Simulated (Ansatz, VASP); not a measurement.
**One calculation of K2ZnCdC6N6, two programs**

```
CELL_PARAMETERS angstrom
0.00000 5.70911 5.70911
5.70911 0.00000 5.70911
5.70911 5.70911 0.00000
ATOMIC_POSITIONS crystal
K 0.25000 0.25000 0.25000
K 0.75000 0.75000 0.75000
Zn 0.50000 0.50000 0.50000
Cd 0.00000 0.00000 0.00000
C 0.78944 0.21056 0.21056
C 0.21056 0.78944 0.21056
C 0.21056 0.21056 0.78944
C 0.21056 0.78944 0.78944
C 0.78944 0.21056 0.78944
C 0.78944 0.78944 0.21056
N 0.68701 0.31299 0.31299
N 0.31299 0.68701 0.31299
N 0.31299 0.31299 0.68701
N 0.31299 0.68701 0.68701
N 0.68701 0.31299 0.68701
N 0.68701 0.68701 0.31299
```

Alike in both runs: functional PBE; k mesh 4 × 4 × 4; occupations gaussian, width 0.1 eV; no spin polarisation.

Ansatz relaxed the structure, and its values are those at the end. VASP's run is a single point on that final structure, the one shown.

|  | VASP | Ansatz |
| --- | --- | --- |
| version | VASP 6.6.1 | Ansatz 0.2.0 |
| potentials or method | VASP PAW PBE potentials, release 64 (K_sv, Zn, Cd, C, N), cutoff 520 eV | scalar-relativistic, plane waves, PAW |
| valence electrons in the cell | 96 | 104 |

Ansatz gave:

```
gap on the k mesh at the Fermi level (eV) : 3.55
least direct gap on the mesh (eV)         : 3.57
pressure (GPa)                            : 0.2
rms of the force components (eV/Å)        : 0.003
```

Q: Which values does VASP return?

A: gap on the k mesh at the Fermi level (eV): 3.53; least direct gap on the mesh (eV): 3.55; pressure (GPa): 0.6; rms of the force components (eV/Å): 0.189.

One of these differences is far larger than is usual between the two programs; its cause wasn't traced. With one functional, cell and mesh, what is left measures potentials, basis and numerics. VASP's potentials hold 96 valence electrons a cell and Ansatz's 104, so a difference there can come from the potentials and not from the codes.

Noted on VASP's run: the standard files for N, O and F lose accuracy on very short bonds.
